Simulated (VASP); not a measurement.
Runs of VASP 6.6.1 on Tb4S. The structure is that of space group Pm-3m (No. 221), or close to it. The cells are those of the table. The cell was generated, and may not be a known phase.

```csv
task,cell,k mesh,gap on the mesh (eV),pressure (GPa),relaxed volume (Å³/atom)
single point,"a = 5.308 Å, 5 atoms",4 × 4 × 4,none,0.6,-
single point,"a = 5.314 Å, 5 atoms",8 × 8 × 8,none,0.3,-
relaxation of cell and atoms,"relaxed from a = 4.974 Å, 5 atoms",4 × 4 × 4,none,-0.1,(b)
single point,"a = 4.974 Å, 5 atoms",4 × 4 × 4,none,(a),-
relaxation of cell and atoms,"relaxed from a = 5.308 Å, 5 atoms",8 × 8 × 8,none,0.0,30.19
```

Alike in all rows: level PBE; potentials or basis VASP PAW PBE potentials, release 64 (Tb_3, S), 4f in core; no spin polarisation; cutoff (eV) 500; smearing gaussian 0.1 eV.

Problem. Estimate the missing entries.

Solution. (a) 17.2; (b) 30.26.

Caveats: spin-orbit coupling is left out, which moves the levels of the heavy elements; the 4f electrons are frozen in the core, so they carry no moment and show no levels; the run has no spin polarisation, though such a crystal can be magnetic; the volume moved by over 15 % at a fixed basis, so the end points are rough (at least some runs); the cell stands under pressure (at least some runs).

A k mesh can miss the band edges, and the runs leave out spin-orbit coupling on Tb.

A gap of «none» marks levels without a gap at the run's occupations.
